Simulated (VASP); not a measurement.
# Cd (Im-3m) in VASP: further runs

Runs on Cd. Level: PBE. Tasks: single point.

Everything below comes from runs of VASP 6.6.1. Logs are shortened: lines on timing, memory, paths and dates and some standing lists are left out, and cuts for length are marked.

## (1) The cell of the first run

Symmetry: Im-3m, No. 229, cubic system. Conventional cell: a = 3.564 Å, b = 3.564 Å, c = 3.564 Å, α = 90.00°, β = 90.00°, γ = 90.00°. Within 4.1 Å of Cd (site symmetry m-3m) lie 14 Cd at 3.09 to 3.56 Å.

## (2) Single point, PBE (volume scaled by 0.97)

The input, INCAR:

```
  ALGO = Fast
  EDIFF = 1E-6
  ENCUT = 520
  GGA = PE
  ISIF = 2
  ISMEAR = 0
  LASPH = True
  LCHARG = False
  LREAL = False
  LWAVE = False
  NBANDS = 12
  NELM = 80
  PREC = Accurate
  SIGMA = 0.1
```

The input, KPOINTS:

```
k-points
0
Gamma
  16 16 16
```

The input, POSCAR:

```
Cd
1.0
   -1.7818085234      1.7818085234      1.7818085234
    1.7818085234     -1.7818085234      1.7818085234
    1.7818085234      1.7818085234     -1.7818085234
Cd
1
Direct
    0.0000000000      0.0000000000      0.0000000000
```

Potentials or basis: VASP PAW PBE potentials, release 64 (Cd).

Launch:

```console
> cat potpaw_PBE.64/Cd/POTCAR > POTCAR
> mpirun -np 1 vasp_std > vasp.out
```

OUTCAR:

```text
EDIFF = 1E-6
   ENCUT = 520
   GGA = PE
   ISIF = 2
   ISMEAR = 0
   LASPH = True
   LREAL = False
   NELM = 80
   PREC = Accurate

 ion  position               nearest neighbor table
   1  0.000  0.000  0.000-

  LATTYP: Found a body centered cubic cell.
 ALAT       =     3.5636170468

  Lattice vectors:

 A1 = (  -1.7818085234,   1.7818085234,   1.7818085234)
 A2 = (   1.7818085234,  -1.7818085234,   1.7818085234)
 A3 = (   1.7818085234,   1.7818085234,  -1.7818085234)

Analysis of symmetry for initial positions (statically):
=====================================================================
 Subroutine PRICEL returns:
 Original cell was already a primitive cell.

 Routine SETGRP: Setting up the symmetry group for a
 body centered cubic supercell.

 Subroutine GETGRP returns: Found 48 space group operations
 (whereof 48 operations were pure point group operations)
 out of a pool of 48 trial point group operations.

The static configuration has the point symmetry O_h .

Analysis of symmetry for dynamics (positions and initial velocities):
=====================================================================
 Subroutine PRICEL returns:
 Original cell was already a primitive cell.

 Routine SETGRP: Setting up the symmetry group for a
 body centered cubic supercell.

 Subroutine GETGRP returns: Found 48 space group operations
 (whereof 48 operations were pure point group operations)
 out of a pool of 48 trial point group operations.

The dynamic configuration has the point symmetry O_h .

 Subroutine INISYM returns: Found 48 space group operations
 (whereof 48 operations are pure point group operations),
 and found     1 'primitive' translations

----------------------------------------------------------------------------------------

                                     Primitive cell

  volume of cell :      22.6278

  direct lattice vectors                    reciprocal lattice vectors
    -1.781808523  1.781808523  1.781808523     0.000000000  0.280613766  0.280613766
     1.781808523 -1.781808523  1.781808523     0.280613766  0.000000000  0.280613766
     1.781808523  1.781808523 -1.781808523     0.280613766  0.280613766  0.000000000

  length of vectors
     3.086182892  3.086182892  3.086182892     0.396847794  0.396847794  0.396847794

  position of ions in fractional coordinates (direct lattice)
     0.000000000  0.000000000  0.000000000

  ion indices of the primitive-cell ions
   primitive index   ion index
                 1           1

----------------------------------------------------------------------------------------

 KPOINTS: k-points

Automatic generation of k-mesh.
 Grid dimensions read from file:
 generate k-points for:   16   16   16

 Generating k-lattice:

  Cartesian coordinates                     Fractional coordinates (reciprocal lattice)
     0.000000000  0.017538360  0.017538360     0.062500000  0.000000000  0.000000000
     0.017538360  0.000000000  0.017538360     0.000000000  0.062500000  0.000000000
     0.017538360  0.017538360  0.000000000     0.000000000  0.000000000  0.062500000

  Length of vectors
     0.024802987  0.024802987  0.024802987

  Shift w.r.t. Gamma in fractional coordinates (k-lattice)
     0.000000000  0.000000000  0.000000000

 Subroutine IBZKPT returns following result:
 ===========================================

 Found    145 irreducible k-points:

 Following reciprocal coordinates:
            Coordinates               Weight
  0.000000  0.000000  0.000000      1.000000
  0.062500  0.000000  0.000000     12.000000
  0.125000  0.000000  0.000000     12.000000
  0.187500  0.000000  0.000000     12.000000
  0.250000  0.000000  0.000000     12.000000
  0.312500  0.000000  0.000000     12.000000
[... 16 lines left out ...]
  0.187500  0.187500  0.000000     24.000000
  0.250000  0.187500  0.000000     48.000000
 [... further k-points ...]
   k-points           NKPTS =    145   k-points in BZ     NKDIM =    145   number of bands    NBANDS=     12
   number of dos      NEDOS =    301   number of ions     NIONS =      1
   total plane-waves  NPLWV =  13824
   dimension x,y,z NGX =    24 NGY =   24 NGZ =   24
   dimension x,y,z NGXF=    48 NGYF=   48 NGZF=   48
   ions per type =               1
   NGX,Y,Z   is equivalent  to a cutoff of  12.93, 12.93, 12.93 a.u.
   NGXF,Y,Z  is equivalent  to a cutoff of  25.86, 25.86, 25.86 a.u.
 SYSTEM =  unknown system
   PREC   = accura    normal or accurate (medium, high low for compatibility)
   ISTART =      0    job   : 0-new  1-cont  2-samecut
   ICHARG =      2    charge: 1-file 2-atom 10-const
   ISPIN  =      1    spin polarized calculation?
   LNONCOLLINEAR =      F non collinear calculations
   LSORBIT =      F    spin-orbit coupling
   LASPH  =      T    aspherical Exc in radial PAW
   ENCUT  =  520.0 eV  38.22 Ry    6.18 a.u.   5.74  5.74  5.74*2*pi/ulx,y,z
   NELM   =     80;   NELMIN=  2; NELMDL= -5     # of ELM steps
   EDIFF  = 0.1E-05   stopping-criterion for ELM
   LREAL  =      F    real-space projection
   EDIFFG = 0.1E-04   stopping-criterion for IOM
   NSW    =      0    number of steps for IOM
   IBRION =     -1    ionic relax: 0-MD 1-quasi-New 2-CG
   NFREE  =      0    steps in history (QN), initial steepest desc. (CG)
   ISIF   =      2    stress and relaxation
   ISYM   =      2    0-nonsym 1-usesym 2-fastsym
   POTIM  = 0.5000    time-step for ionic-motion
   TEBEG  =    0.0;   TEEND  =   0.0 temperature during run
   PSTRESS=    0.0 pullay stress
   NELECT =      12.0000    total number of electrons
   NUPDOWN=      -1.0000    fix difference up-down
   EMIN   =  10.00;   EMAX   =-10.00  energy-range for DOS
   EFERMI =   0.00;   METHOD = LEGACY
   ISMEAR =     0;   SIGMA  =   0.10  broadening in eV -4-tet -1-fermi 0-gaus
   EFERMI_NEDOS =   21; number of points for ismear=-14 and -15
   IALGO  =     68    algorithm
   IMIX   =      4    mixing-type and parameters
     AMIX     =   0.40;   BMIX     =  1.00
     AMIX_MAG =   1.60;   BMIX_MAG =  1.00
  volume/ion in A,a.u.               =      22.63       152.70
  Fermi-wavevector in a.u.,A,eV,Ry     =   1.325117  2.504108 23.890946  1.755935
  Thomas-Fermi vector in A             =   2.454602
   LORBIT       =      0    0 simple, 1 ext, 2 COOP (PROOUT), +10 PAW based schemes
   GGA     = PE    functional components
   LHFCALC =     F    Hartree Fock is set to
   AEXX    =    0.0000 exact exchange contribution
   IVDW    =     0    specifies the selected vdW correction
   LEPSILON=     F    determine dielectric tensor
   LRPA    =     F    only Hartree local field effects (RPA)
 non-spin polarized calculation
 RMM-DIIS sequential band-by-band and
 Gauss-broadening in eV      SIGMA  =   0.10
  energy-cutoff  :      520.00
  volume of cell :       22.63
 maximum number of plane-waves:       625
   NGX = 11   NGY = 11   NGZ = 11

 number of electron      12.0000005 magnetization

 Free energy of the ion-electron system (eV)
  ---------------------------------------------------
  ext. energy  EPLUGINS =         0.00000000
  ---------------------------------------------------
  free energy    TOTEN  =        -0.69150457 eV

  energy without entropy =       -0.69048954  energy(sigma->0) =       -0.69099705

 E-fermi :   2.6769     XC(G=0): -10.7983

 val. band max:        2.6010092470   @ k =   0.3750   0.1250   0.0625
 cond. band min:       2.7434990618   @ k =   0.5000   0.5000   0.2500
 fundamental gap:      0.1424898148
 Fermi energy:         2.6769161958

 k-point     1 :       0.0000    0.0000    0.0000
  band No.  band energies     occupation
      1      -6.5349      2.00000
      2      -6.5349      2.00000
      3      -6.5349      2.00000
      4      -5.9350      2.00000
      5      -5.9300      2.00000
      6      -5.9300      2.00000
      7      18.0124      0.00000
      8      18.0124      0.00000
      9      18.0124      0.00000
     10      18.5564      0.00000
     11      18.5564      0.00000
     12      18.5564      0.00000

 k-point     2 :       0.0625    0.0000    0.0000
  band No.  band energies     occupation
      1      -6.5468      2.00000
      2      -6.5310      2.00000
      3      -6.5000      2.00000
      4      -5.9450      2.00000
      5      -5.9296      2.00000
      6      -5.8280      2.00000
      7      16.7758      0.00000
      8      17.6125      0.00000
      9      17.8514      0.00000
     10      17.9069      0.00000
     11      18.1097      0.00000
     12      18.3888      0.00000

 k-point     3 :       0.1250    0.0000    0.0000
  band No.  band energies     occupation
      1      -6.5804      2.00000
      2      -6.5359      2.00000
      3      -6.3993      2.00000
      4      -5.9801      2.00000
      5      -5.9281      2.00000
      6      -5.4977      2.00000
      7      14.3576      0.00000
      8      16.4907      0.00000
      9      16.6694      0.00000
     10      17.4865      0.00000
     11      17.7116      0.00000
     12      18.7126      0.00000

 k-point     4 :       0.1875    0.0000    0.0000
  band No.  band energies     occupation
      1      -6.6305      2.00000
      2      -6.5731      2.00000
      3      -6.2446      2.00000
      4      -6.0116      2.00000
      5      -5.9253      2.00000
      6      -4.9368      2.00000
      7      11.8604      0.00000
      8      15.3693      0.00000
      9      15.3865      0.00000
     10      17.0844      0.00000
     11      17.3344      0.00000
     12      19.3271      0.00000

 k-point     5 :       0.2500    0.0000    0.0000
  band No.  band energies     occupation
      1      -6.6889      2.00000
      2      -6.6489      2.00000
      3      -6.0554      2.00000
      4      -6.0203      2.00000
      5      -5.9212      2.00000
      6      -4.1497      2.00000
      7       9.4399      0.00000
      8      14.2140      0.00000
      9      14.3944      0.00000
     10      16.7273      0.00000
     11      17.0402      0.00000
     12      20.1781      0.00000
[... 228 lines left out ...]
      1      -6.8427      2.00000
      2      -6.7512      2.00000
      3      -5.9867      2.00000
      4      -5.9577      2.00000
      5      -5.6645      2.00000
      6      -0.1572      2.00000
      7       3.3260      0.00000
      8       9.5465      0.00000
      9      12.2396      0.00000
     10      16.9723      0.00000
     11      19.5224      0.00000
     12      21.6869      0.00000

 k-point    22 :       0.4375    0.1250    0.0000
  band No.  band energies     occupation
      1      -6.8594      2.00000
      2      -6.7647      2.00000
      3      -5.9674      2.00000
      4      -5.9672      2.00000
      5      -5.6282      2.00000
      6       1.1191      2.00000
      7       1.8672      2.00000
      8       9.4238      0.00000
      9      12.1231      0.00000
     10      16.9335      0.00000
     11      19.4785      0.00000
     12      22.2633      0.00000

 k-point    23 :       0.1875    0.1875    0.0000
  band No.  band energies     occupation
      1      -6.7321      2.00000
      2      -6.5706      2.00000
      3      -6.0922      2.00000
      4      -6.0470      2.00000
      5      -5.8778      2.00000
      6      -2.8636      2.00000
      7       8.4871      0.00000
      8       9.2741      0.00000
      9      13.1732      0.00000
     10      17.8423      0.00000
     11      18.9902      0.00000
     12      21.6301      0.00000

 k-point    24 :       0.2500    0.1875    0.0000
  band No.  band energies     occupation
      1      -6.7726      2.00000
      2      -6.5925      2.00000
      3      -6.0681      2.00000
      4      -6.0244      2.00000
      5      -5.8216      2.00000
      6      -1.7461      2.00000
      7       6.5884      0.00000
      8       8.3471      0.00000
      9      12.6001      0.00000
     10      17.8231      0.00000
     11      19.4960      0.00000
     12      22.0466      0.00000

 [... further k-points ...]

------------------------ aborting loop because EDIFF is reached ----------------------------------------

  FORCE on cell =-STRESS in cart. coord.  units (eV):
  Direction    XX          YY          ZZ          XY          YZ          ZX
  --------------------------------------------------------------------------------------
  -------------------------------------------------------------------------------------
  Total        0.2270420      0.2270420      0.2270420      0.0000000     -0.0000000      0.0000000
  in kB       16.0758420     16.0758420     16.0758420      0.0000000     -0.0000000      0.0000000
  external PRESSURE =      16.0758420 kB  Pullay stress =       0.0000000 kB

 VOLUME and BASIS-vectors are now :
 -----------------------------------------------------------------------------
  energy-cutoff  :      520.00
  volume of cell :       22.63
      direct lattice vectors                 reciprocal lattice vectors
    -1.781808523  1.781808523  1.781808523     0.000000000  0.280613766  0.280613766
     1.781808523 -1.781808523  1.781808523     0.280613766  0.000000000  0.280613766
     1.781808523  1.781808523 -1.781808523     0.280613766  0.280613766  0.000000000

 POSITION                                       TOTAL-FORCE (eV/Angst)
 -----------------------------------------------------------------------------------
      0.00000      0.00000      0.00000        -0.000000      0.000000     -0.000000
 -----------------------------------------------------------------------------------
    total drift:                                0.000000      0.000000      0.000000

  FREE ENERGIE OF THE ION-ELECTRON SYSTEM (eV)
  ---------------------------------------------------
  free  energy   TOTEN  =        -0.6915045664 eV

  energy  without entropy=       -0.6904895411  energy(sigma->0) =       -0.69099705
```

Wall time 12 s (1 thread of Intel Xeon 6975P-C (Granite Rapids), shared host); peak memory 0.16 GiB.

What came out:

```yaml
Free_energy: -0.6915 eV
Pressure: 1.6 GPa
Band_gap_on_the_k_mesh: zero (band 6 reaches 6.06 eV, above the bottom of band 7 at 1.68 eV)
```

Caveat: the cell differs from its parent crystal (volume scaled by 0.97).

## (3) Single point, PBE

This run uses another cell than the first one, of 23.33 Å³/atom, 1.031 times its volume.

The input, INCAR:

```
SYSTEM = Cd
PREC = Accurate
ENCUT = 520
EDIFF = 1E-7
ISMEAR = 0
SIGMA = 0.1
LREAL = .False.
LASPH = .True.
NELM = 60
ALGO = Fast
ISIF = 2
LWAVE = .False.
LCHARG = .False.
GGA = PE
NBANDS = 12
```

The input, KPOINTS:

```
Automatic mesh
0
Gamma
  16 16 16
  0 0 0
```

The input, POSCAR:

```
Cd
1.0
   -1.7999914989      1.7999914989      1.7999914989
    1.7999914989     -1.7999914989      1.7999914989
    1.7999914989      1.7999914989     -1.7999914989
Cd
1
Direct
    0.0000000000      0.0000000000      0.0000000000
```

Potentials or basis: VASP PAW PBE potentials, release 64 (Cd).

Launch:

```console
> cat potpaw_PBE.64/Cd/POTCAR > POTCAR
> mpirun -np 1 vasp_std > vasp.out
```

Run time: 12 s. Hardware: 1 thread of Intel Xeon 6975P-C (Granite Rapids), shared host; peak memory 0.16 GiB.

It converged, with:

```yaml
Free_energy: -0.6953 eV
Pressure: 0.2 GPa
Band_gap_on_the_k_mesh: zero (band 6 reaches 5.82 eV, above the bottom of band 7 at 1.42 eV)
```

Levels at points of the mesh, in eV from the Fermi level:
| k point | band 2 | band 3 | band 4 | band 5 | band 6 | band 7 | band 8 | band 9 | band 10 | band 11 |
| --- | --- | --- | --- | --- | --- | --- | --- | --- | --- | --- |
| (0.00, 0.00, 0.00) | -9.11 | -9.11 | -8.54 | -8.54 | -8.37 | 15.21 | 15.21 | 15.21 | 15.48 | 15.48 |
| (0.50, 0.00, 0.00) | -9.39 | -8.57 | -8.52 | -8.16 | -1.90 | -1.03 | 8.99 | 9.78 | 13.18 | 13.68 |
| (0.50, 0.50, 0.50) | -9.53 | -8.25 | -8.25 | -8.25 | 3.38 | 3.38 | 3.38 | 5.22 | 7.78 | 7.78 |

## (4) Single point, PBE (volume scaled by 1.03)

The input, INCAR:

```
SYSTEM = Cd
PREC     = Accurate       ! precision mode
ENCUT    = 520            ! plane-wave cutoff, eV
EDIFF    = 1E-6           ! SCF threshold, eV
ISMEAR   = 0              ! smearing method
SIGMA    = 0.1            ! smearing width, eV
LREAL    = .FALSE.        ! projectors in reciprocal space
LASPH    = .TRUE.         ! aspherical terms in the spheres
NELM     = 60             ! most SCF steps
ALGO     = Normal         ! electronic algorithm
ISIF     = 2              ! what is computed and relaxed
LWAVE    = .FALSE.        ! write WAVECAR
LCHARG   = .FALSE.        ! write CHGCAR
GGA      = PE             ! functional
NBANDS   = 12             ! bands
```

The input, KPOINTS:

```
Automatic mesh
0
G
  16 16 16
  0 0 0
```

The input, POSCAR:

```
Cd
1.0
   -1.8178143560      1.8178143560      1.8178143560
    1.8178143560     -1.8178143560      1.8178143560
    1.8178143560      1.8178143560     -1.8178143560
Cd
1
Direct
    0.0000000000      0.0000000000      0.0000000000
```

Launch:

```console
> cat potpaw_PBE.64/Cd/POTCAR > POTCAR
> mpirun -np 1 vasp_std > vasp.out
```

It took 11 s on 1 thread of Intel Xeon 6975P-C (Granite Rapids), shared host; peak memory 0.16 GiB.

Results (log left out):

| Quantity | Value |
| --- | --- |
| Free energy | -0.6938 eV |
| Pressure | -0.9 GPa |
| Band gap on the k mesh | zero (band 6 reaches 5.59 eV, above the bottom of band 7 at 1.17 eV) |

Levels at points of the mesh, in eV from the Fermi level:
```csv
k point,band 4,band 5,band 6,band 7,band 8,band 9
"(0.00, 0.00, 0.00)",-8.48,-8.48,-8.14,15.09,15.09,15.09
"(0.50, 0.00, 0.00)",-8.46,-8.12,-1.77,-1.05,8.83,9.68
"(0.50, 0.50, 0.50)",-8.21,-8.21,3.37,3.37,3.37,4.98
```

Caveat: the cell differs from its parent crystal (volume scaled by 1.03).

## (5) Single point, PBE (volume scaled by 1.06)

The input, INCAR:

```
  PREC = Accurate
  ENCUT = 520
  EDIFF = 1E-6
  ISMEAR = 0
  SIGMA = 0.1
  LREAL = False
  LASPH = True
  NELM = 100
  ALGO = Normal
  ISIF = 2
  LWAVE = False
  LCHARG = False
  GGA = PE
  NBANDS = 12
```

The input, KPOINTS:

```
regular mesh
0
Gamma
  16 16 16
```

The input, POSCAR:

```
Cd
1.0
   -1.8352944125      1.8352944125      1.8352944125
    1.8352944125     -1.8352944125      1.8352944125
    1.8352944125      1.8352944125     -1.8352944125
Cd
1
Direct
    0.0000000000      0.0000000000      0.0000000000
```

Launch:

```console
> cat potpaw_PBE.64/Cd/POTCAR > POTCAR
> mpirun -np 1 vasp_std > vasp.out
```

It took 11 s on 1 thread of Intel Xeon 6975P-C (Granite Rapids), shared host; peak memory 0.16 GiB.

The run converged. Its results:

| Property | Result |
| --- | --- |
| Free energy | -0.6881 eV |
| Pressure | -1.7 GPa |
| Band gap on the k mesh | zero (band 6 reaches 5.38 eV, above the bottom of band 7 at 0.94 eV) |

Levels at points of the mesh, in eV from the Fermi level:
| k point | band 4 | band 5 | band 6 | band 7 | band 8 | band 9 |
| --- | --- | --- | --- | --- | --- | --- |
| (0.00, 0.00, 0.00) | -8.43 | -8.43 | -7.93 | 14.74 | 14.74 | 14.74 |
| (0.50, 0.00, 0.00) | -8.41 | -8.09 | -1.65 | -1.08 | 8.67 | 9.57 |
| (0.50, 0.50, 0.50) | -8.17 | -8.17 | 3.36 | 3.36 | 3.36 | 4.75 |

Caveat: the cell differs from its parent crystal (volume scaled by 1.06).

(Continued in part 2 of 2.)
